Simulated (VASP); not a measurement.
# Si16C (a cell with a defect) in VASP: a series of runs

The runs below take Si16C (a cell with a defect) through single point, with PBE.

All numbers are computed with VASP 6.6.1; they aren't measurements. Logs are shortened: lines on timing, memory, paths and dates and some standing lists are left out, and cuts for length are marked.

**1. The cell of the first run**

The cell holds a defect, 17 atoms: a = 7.679 Å, b = 7.679 Å, c = 7.679 Å, α = 60.00°, β = 60.00°, γ = 60.00°.

**2. Single point, PBE, collinear spin, zero start**

Input file INCAR:

```
PREC = Accurate
ENCUT = 520
EDIFF = 1E-6
ISMEAR = 0
SIGMA = 0.05
LREAL = Auto
LASPH = T
NELM = 150
ALGO = Normal
ISIF = 2
LWAVE = F
LCHARG = F
ISPIN = 2
MAGMOM = 0 0 0 0 0 0 0 0 0 0 0 0 0 0 0 0 0
LORBIT = 11
GGA = PE
NBANDS = 52
```

Input file KPOINTS:

```
regular mesh
0
Gamma
  1 1 1
```

Input file POSCAR:

```
Si16C
1.0
    0.0000000000      5.4300000000      5.4300000000
    5.4300000000      0.0000000000      5.4300000000
    5.4300000000      5.4300000000      0.0000000000
Si C
16 1
Direct
   -0.0032458564     -0.0371581952      0.0051116022
    0.0494309392      0.1477300184      0.1352911602
   -0.0166036832      0.0170066298      0.4994447514
    0.1213470534      0.1193444751      0.6318452118
    0.0146864641      0.5590881215     -0.0696089319
    0.1708580110      0.5923082873      0.0997887661
    0.0138426335      0.4936929098      0.4758319521
    0.1376914365      0.6511702578      0.5680360037
    0.4564717311     -0.0030452118      0.0231288214
    0.6197856354      0.0909504604      0.1374666667
    0.4960161142     -0.0079177716      0.5098159300
    0.6097454880      0.1134001842      0.6494106814
    0.5790436464      0.4520340700      0.0003009208
    0.5926778085      0.6136223757      0.1790168508
    0.4948556169      0.4871895028      0.5414040516
    0.6391954880      0.6190072744      0.6343522099
    0.8339759669      0.4085474217      0.0511087477
```

Potentials or basis: VASP PAW PBE potentials, release 64 (Si, C).

Command:

```
cat potpaw_PBE.64/Si/POTCAR potpaw_PBE.64/C/POTCAR > POTCAR
mpirun -np 1 vasp_gam > vasp.out
```

OUTCAR:

```text
PREC = Accurate
   ENCUT = 520
   EDIFF = 1E-6
   ISMEAR = 0
   LREAL = Auto
   LASPH = T
   NELM = 150
   ISIF = 2
   ISPIN = 2
   LORBIT = 11
   GGA = PE

 ion  position               nearest neighbor table
   1  0.997  0.963  0.005-   6 2.35   4 2.35   2 2.36  10 2.36
   2  0.049  0.148  0.135-  17 1.90   3 2.32   1 2.36   9 2.56   5 2.67
   3  0.983  0.017  0.499-   2 2.32   8 2.32   4 2.34  12 2.35
   4  0.121  0.119  0.632-   3 2.34  11 2.35   1 2.35   7 2.36
   5  0.015  0.559  0.930-  17 1.84   8 2.28   6 2.32   2 2.67  14 2.75
   6  0.171  0.592  0.100-   5 2.32   1 2.35   7 2.37  13 2.57
   7  0.014  0.494  0.476-   8 2.36   4 2.36  16 2.36   6 2.37
   8  0.138  0.651  0.568-   5 2.28   3 2.32  15 2.32   7 2.36
   9  0.456  0.997  0.023-  10 2.35  12 2.35  14 2.42   2 2.56
  10  0.620  0.091  0.137-  13 2.33  11 2.34   9 2.35   1 2.36
  11  0.496  0.992  0.510-  10 2.34  16 2.34   4 2.35  12 2.35
  12  0.610  0.113  0.649-  15 2.35  11 2.35   9 2.35   3 2.35
  13  0.579  0.452  0.000-  17 2.02  14 2.33  10 2.33  16 2.33   6 2.57
  14  0.593  0.614  0.179-  17 1.92  15 2.28  13 2.33   9 2.42   5 2.75
  15  0.495  0.487  0.541-  14 2.28   8 2.32  16 2.32  12 2.35
  16  0.639  0.619  0.634-  15 2.32  13 2.33  11 2.34   7 2.36
  17  0.834  0.409  0.051-   5 1.84   2 1.90  14 1.92  13 2.02

  LATTYP: Found a face centered cubic cell.
 ALAT       =    10.8600000000

  Lattice vectors:

 A1 = (   0.0000000000,   5.4300000000,   5.4300000000)
 A2 = (   5.4300000000,   0.0000000000,   5.4300000000)
 A3 = (   5.4300000000,   5.4300000000,   0.0000000000)

Analysis of symmetry for initial positions (statically):
=====================================================================
 Subroutine PRICEL returns:
 Original cell was already a primitive cell.

 Routine SETGRP: Setting up the symmetry group for a
 face centered cubic supercell.

 Subroutine GETGRP returns: Found  1 space group operations
 (whereof  1 operations were pure point group operations)
 out of a pool of 48 trial point group operations.

The static configuration has the point symmetry C_1 .

Analysis of symmetry for dynamics (positions and initial velocities):
=====================================================================
 Subroutine PRICEL returns:
 Original cell was already a primitive cell.

 Routine SETGRP: Setting up the symmetry group for a
 face centered cubic supercell.

 Subroutine GETGRP returns: Found  1 space group operations
 (whereof  1 operations were pure point group operations)
 out of a pool of 48 trial point group operations.

The dynamic configuration has the point symmetry C_1 .

Analysis of structural, dynamic, and magnetic symmetry:
=====================================================================
 Subroutine PRICEL returns:
[... 165 lines left out ...]

 E-fermi :   6.2718     XC(G=0):  -9.5078

 val. band max:        6.1660695411   @ k =   0.0000   0.0000   0.0000
 cond. band min:       6.3775268030   @ k =   0.0000   0.0000   0.0000
 fundamental gap:      0.2114572619
 Fermi energy:         6.2717946991

 spin component 1

 k-point     1 :       0.0000    0.0000    0.0000
  band No.  band energies     occupation
      1      -7.3019      1.00000
      2      -5.1806      1.00000
      3      -3.8791      1.00000
      4      -3.6700      1.00000
      5      -3.4947      1.00000
      6      -2.8368      1.00000
[... 38 lines left out ...]
     45       8.4908      0.00000
     46       8.6854      0.00000
 Fermi energy:         6.2717946991

 spin component 2

 k-point     1 :       0.0000    0.0000    0.0000
  band No.  band energies     occupation
      1      -7.3019      1.00000
      2      -5.1806      1.00000
      3      -3.8791      1.00000
      4      -3.6700      1.00000
      5      -3.4947      1.00000
      6      -2.8368      1.00000
[... 38 lines left out ...]
     45       8.4908      0.00000
     46       8.6854      0.00000
 [bands above 46 left out]

------------------------ aborting loop because EDIFF is reached ----------------------------------------

  FORCE on cell =-STRESS in cart. coord.  units (eV):
  Direction    XX          YY          ZZ          XY          YZ          ZX
  --------------------------------------------------------------------------------------
  -------------------------------------------------------------------------------------
  Total       11.2180877     11.5559668     16.6602397      6.1918106     -2.7048016     -1.1876598
  in kB       56.1306315     57.8212376     83.3608902     30.9812378    -13.5336989     -5.9425543
  external PRESSURE =      65.7709198 kB  Pullay stress =       0.0000000 kB

 VOLUME and BASIS-vectors are now :
 -----------------------------------------------------------------------------
  energy-cutoff  :      520.00
  volume of cell :      320.21
      direct lattice vectors                 reciprocal lattice vectors
     0.000000000  5.430000000  5.430000000    -0.092081031  0.092081031  0.092081031
     5.430000000  0.000000000  5.430000000     0.092081031 -0.092081031  0.092081031
     5.430000000  5.430000000  0.000000000     0.092081031  0.092081031 -0.092081031

 POSITION                                       TOTAL-FORCE (eV/Angst)
 -----------------------------------------------------------------------------------
      5.25599      5.44013     10.64061         0.390068     -0.275020      0.687449
      1.53680      1.00304      1.07058         0.319920     -0.281534     -0.959369
      2.80433      8.05183      5.43219         0.189558      0.111122      0.064883
      4.07896      4.08983      1.30695         0.019317     -0.059391     -0.424327
      8.08787      5.13177      3.11560         0.063092     -0.602669      0.953730
      3.75809      1.46961      4.14399        -0.771016     -0.786730     -0.638894
[... 9 lines left out ...]
      6.80574      6.91536      6.83204         0.259801     -0.194603     -0.163299
      2.49593      4.80601      6.74690         0.818265      0.146727     -0.300095
 -----------------------------------------------------------------------------------
    total drift:                                0.008266      0.010043      0.002172

  FREE ENERGIE OF THE ION-ELECTRON SYSTEM (eV)
  ---------------------------------------------------
  free  energy   TOTEN  =       -76.6226276924 eV

  energy  without entropy=      -76.6219830414  energy(sigma->0) =      -76.62230537

 total charge

# of ion       s       p       d       tot
------------------------------------------
    1        0.687   0.985   0.000   1.672
    2        0.730   0.929   0.000   1.659
    3        0.677   1.025   0.000   1.703
    4        0.667   1.036   0.000   1.703
    5        0.747   0.922   0.000   1.669
    6        0.757   0.918   0.000   1.675
[... 9 lines left out ...]
   16        0.692   1.017   0.000   1.709
   17        0.886   1.564   0.000   2.450
--------------------------------------------------
tot         11.981  17.480   0.000  29.461

 magnetization (x)

# of ion       s       p       d       tot
------------------------------------------
    1        0.000  -0.000   0.000  -0.000
    2        0.000   0.000   0.000   0.000
    3       -0.000   0.000   0.000   0.000
    4        0.000  -0.000   0.000  -0.000
    5       -0.000   0.000   0.000   0.000
    6       -0.000  -0.000   0.000  -0.000
[... 9 lines left out ...]
   16       -0.000  -0.000   0.000  -0.000
   17       -0.000  -0.000   0.000  -0.000
--------------------------------------------------
tot          0.000  -0.000   0.000   0.000
```

OSZICAR:

```text
N       E                     dE             d eps       ncg     rms          rms(c)
DAV:   1     0.331776356058E+03    0.33178E+03   -0.30125E+04   208   0.115E+03
[... 12 lines left out ...]
DAV:  14    -0.766232125182E+02   -0.52692E-03   -0.39719E-03   228   0.808E-02    0.776E-02
DAV:  15    -0.766231036358E+02    0.10888E-03   -0.18904E-04   248   0.259E-02    0.720E-02
DAV:  16    -0.766228624561E+02    0.24118E-03   -0.10319E-03   220   0.357E-02    0.611E-02
DAV:  17    -0.766226126991E+02    0.24976E-03   -0.69171E-03   232   0.883E-02    0.406E-02
DAV:  18    -0.766226243912E+02   -0.11692E-04   -0.11766E-04   252   0.324E-02    0.269E-02
DAV:  19    -0.766226268559E+02   -0.24647E-05   -0.60183E-05   256   0.204E-02    0.934E-03
DAV:  20    -0.766226276924E+02   -0.83647E-06   -0.46474E-06   204   0.684E-03
   1 F= -.76622628E+02 E0= -.76622305E+02  d E =-.644651E-03  mag=    -0.0000
```

stdout:

```text
POSCAR found type information on POSCAR SiC
 POSCAR found :  2 types and      17 ions
 scaLAPACK will be used
 LDA part: xc-table for (Slater+PW92), standard interpolation
 POSCAR, INCAR and KPOINTS ok, starting setup
 FFT: planning ... GRIDC
 FFT: planning ... GRID_SOFT
 FFT: planning ... GRID
 WAVECAR not read
 entering main loop
```

Wall time 4.4 min (1 thread of Intel Xeon 8259CL, shared host); peak memory 0.6 GiB.

Results:

* Free energy: -76.6226 eV
* Pressure: 6.6 GPa
* Largest force: 1.273 eV/Å
* Net moment: 0.00 μB per cell
* Valence electrons inside the program's atomic spheres: Si 1.67, 1.66, 1.70, 1.68, 1.73, 1.71, 1.65, 1.72 (each value once); C 2.45

Forces in eV/Å, atoms in the order of the input:
```
Si   0.390 -0.275  0.687
Si   0.320 -0.282 -0.959
Si   0.190  0.111  0.065
Si   0.019 -0.059 -0.424
Si   0.063 -0.603  0.954
Si  -0.771 -0.787 -0.639
Si  -0.040  0.818  0.368
Si  -0.360 -0.193 -0.069
Si  -0.657  0.292  0.108
Si   0.446  0.365  0.181
Si   0.017  0.043  0.162
Si  -0.065 -0.279  0.331
Si  -0.219  0.848  0.461
Si  -0.291 -0.003 -0.968
Si  -0.120  0.050  0.208
Si   0.260 -0.195 -0.163
C    0.818  0.147 -0.300
```

Levels at points of the mesh, in eV from the Fermi level:
Spin up:
```
           k point  band 30  band 31  band 32  band 33  band 34  band 35  band 36  band 37  band 38  band 39
(0.00, 0.00, 0.00)    -1.01    -0.91    -0.53    -0.50    -0.11     0.11     0.27     0.56     0.68     0.92
```
Spin down:
```csv
k point,band 30,band 31,band 32,band 33,band 34,band 35,band 36,band 37,band 38,band 39
"(0.00, 0.00, 0.00)",-1.01,-0.91,-0.53,-0.50,-0.11,0.11,0.27,0.56,0.68,0.92
```

Caveat: the k points lie up to 1.00 Å⁻¹ apart, too coarse for converged energies, forces and pressures.

(Part 1 of 2 ends here.)
